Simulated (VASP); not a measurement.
Write the native input for VASP 6.6.1 that does the following.

```
Task                   : single point
Functional             : r2SCAN
Potentials or basis    : VASP PAW PBE potentials, release 64 (Cu)
Cutoff                 : 520 eV
k mesh                 : 20 × 20 × 20
Occupations            : gaussian, width 0.1 eV
Spin                   : no spin polarisation
Dipole correction      : no
Further INCAR settings : ALGO = Normal; EDIFF = 1e-07; NBANDS = 12
```

Cu:

```xyz
1
Lattice="0.0000 1.8757 1.8757 1.8757 0.0000 1.8757 1.8757 1.8757 0.0000" Properties=species:S:1:pos:R:3 pbc="T T T"
Cu    0.0000    0.0000    0.0000
```

This cell differs from its parent crystal: functional r2SCAN, strained.

The input as run:

POSCAR

```
Cu
1.0
    0.0000000000      1.8756789000      1.8756789000
    1.8756789000      0.0000000000      1.8756789000
    1.8756789000      1.8756789000      0.0000000000
Cu
1
Direct
    0.0000000000      0.0000000000      0.0000000000
```

INCAR.step1

```
SYSTEM = Cu
PREC = Accurate ; ENCUT = 520
ISMEAR = 0 ; SIGMA = 0.1
LREAL = .FALSE. ; LASPH = .TRUE.
NELM = 80 ; NBANDS = 12
GGA = PE ; ALGO = Normal
EDIFF = 1E-4 ; LWAVE = .TRUE.
LCHARG = .FALSE.
```

INCAR.step2

```
SYSTEM = Cu
PREC = Accurate ; ENCUT = 520
EDIFF = 1E-7 ; ISMEAR = 0
SIGMA = 0.1 ; LREAL = .FALSE.
LASPH = .TRUE. ; NELM = 80
ALGO = Normal ; ISIF = 2
LWAVE = .FALSE. ; LCHARG = .FALSE.
METAGGA = R2SCAN ; LMIXTAU = .TRUE.
NBANDS = 12 ; ISTART = 1
```

KPOINTS

```
regular mesh
0
G
  20 20 20
  0 0 0
```

Potentials or basis: VASP PAW PBE potentials, release 64 (Cu).

Launch:

```console
$ cat potpaw_PBE.64/Cu/POTCAR > POTCAR
$ cp INCAR.step1 INCAR
$ mpirun -np 1 vasp_std > vasp.out
$ cp INCAR.step2 INCAR
$ mpirun -np 1 vasp_std > vasp.out
```

It gave:

| Property | Result |
| --- | --- |
| Pressure | -15.7 GPa |

Caveat: the cell differs from its parent crystal (functional r2SCAN, strained); the PAW data sets were made with another functional, which shifts forces and pressure a little.

Wall time 2.1 min on 1 thread of Intel(R) Xeon(R) Platinum 8259CL CPU @ 2.50GHz (Skylake/Cascade Lake), with other jobs on the host, peak memory 0.15 GiB.
